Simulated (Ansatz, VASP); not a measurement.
# BeS in VASP and in Ansatz

```
Be S
1.0
     0.00000    2.11457    2.11457
     2.11457    0.00000    2.11457
     2.11457    2.11457    0.00000
Be S
1 1
Direct
  0.00000 0.00000 0.00000
  0.50000 0.50000 0.50000
```

Change from the starting cell: volume scaled by 0.8, LAPW.

Alike in both runs: task single point; functional LDA; k mesh 17 × 17 × 17; occupations fermi-dirac, width 0.08 eV; no spin polarisation.

```csv
,VASP,Ansatz
version,VASP 6.6.1,Ansatz 0.2.0
potentials or method,"VASP PAW LDA potentials, release 64 (Be, S), cutoff 600 eV","all-electron LAPW, scalar-relativistic"
```

```tsv
	VASP	Ansatz	Ansatz less VASP
pressure (GPa)	40.4	40.3	-0.13
```

LDA's correlation is that of Perdew and Zunger in VASP and of Perdew and Wang (1992) in Ansatz. Both programs put the cell under a high pressure, so it lies far from rest at this level. Ansatz ran all-electron here, and VASP with PAW potentials.
